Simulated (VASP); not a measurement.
Input of a VASP 6.6.1 run:

File INCAR:

```
SYSTEM = Ag
PREC = Accurate
ENCUT = 520
EDIFF = 1E-6
ISMEAR = 0
SIGMA = 0.15
LREAL = .False.
LASPH = .True.
NELM = 100
ALGO = Fast
ISIF = 2
LWAVE = .False.
LCHARG = .False.
NBANDS = 12
```

KPOINTS

```
regular mesh
0
Gamma
  20 20 20
  0 0 0
```

Contents of POSCAR:

```
Ag
1.0
   -1.6970453500      1.6970453500      1.6556540000
    1.6970453500     -1.6970453500      1.6556540000
    1.6970453500      1.6970453500     -1.6556540000
Ag
1
Direct
    0.0000000000      0.0000000000      0.0000000000
```

Potentials or basis: VASP PAW LDA potentials, release 64 (Ag).

Launch:

```bash
$ cat potpaw_LDA.64/Ag/POTCAR > POTCAR
$ mpirun -np 1 vasp_std > vasp.out
```

(1) What does it give for the pressure?

(2) Predict the band gap on the k mesh.

Answers

(1) -13.8 GPa.

(2) zero (an odd number of electrons rules out a gap without spin polarisation).

Caveat: the cell differs from its parent crystal (strain +0.025 along x and y, +0.000 along z); the cell stands under tension.
